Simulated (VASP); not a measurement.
BaHf3H2:

```
CELL_PARAMETERS angstrom
4.79349 0.00000 0.00000
0.00000 4.79349 0.00000
0.00000 0.00000 7.67139
ATOMIC_POSITIONS crystal
Ba 0.50000 0.50000 0.00000
Hf 0.00000 0.00000 0.00000
Hf 0.50000 0.50000 0.50000
Hf 0.00000 0.00000 0.50000
H 0.50000 0.00000 0.50000
H 0.00000 0.50000 0.50000
```

The cell was generated, and may not be a known phase.

* Program: VASP 6.6.1
* Task: relaxation of cell and atoms
* Functional: PBE
* Potentials or basis: VASP PAW PBE potentials, release 64 (Ba_sv, Hf_pv, H)
* Cutoff: 600 eV
* k mesh: 4 × 4 × 2
* Occupations: gaussian, width 0.1 eV
* Spin: no spin polarisation

At the start: pressure -9.4 GPa; volume 29.38 Å³/atom.

**Question.** How do energy, volume and symmetry change on relaxing?

**Answer.** Over 10 steps the energy falls by 379.5 meV/atom and the volume is 19.81 Å³/atom (-32.6 %); space group P4/mmm (No. 123, to 0.1 Å) before and after.

Step by step:
```csv
step,energy change (eV),largest force (eV/Å),pressure (GPa),volume (Å³)
1,0.0000,0.0000,-9.40,176.27
2,-1.8089,0.0000,-3.67,135.83
3,-1.9181,0.0000,-0.78,126.93
4,-1.9183,0.0000,-0.39,126.05
5,-2.1664,0.0000,-0.10,121.10
6,-2.2645,0.0000,1.23,116.85
7,-2.2649,0.0000,1.42,116.32
8,-2.2651,0.0000,1.35,116.52
9,-2.2743,0.0000,-0.64,120.04
10,-2.2771,0.0000,-0.01,118.88
```

Final structure:
```yaml
crystal:
  lattice:
    - [4.33556, 0.00000, 0.00000]
    - [0.00000, 4.33556, 0.00000]
    - [0.00000, 0.00000, 6.32422]
  atoms:
    - { symbol: Ba, position: [0.50000, 0.50000, 0.00000] }
    - { symbol: Hf, position: [0.00000, 0.00000, 0.00000] }
    - { symbol: Hf, position: [0.50000, 0.50000, 0.50000] }
    - { symbol: Hf, position: [0.00000, 0.00000, 0.50000] }
    - { symbol: H, position: [0.50000, 0.00000, 0.50000] }
    - { symbol: H, position: [0.00000, 0.50000, 0.50000] }
```

Caveat: the k points lie up to 0.50 Å⁻¹ apart in the final cell, too coarse for converged energies and pressures of a metal; the volume moved by over 15 % at a fixed basis, so the end points are rough.
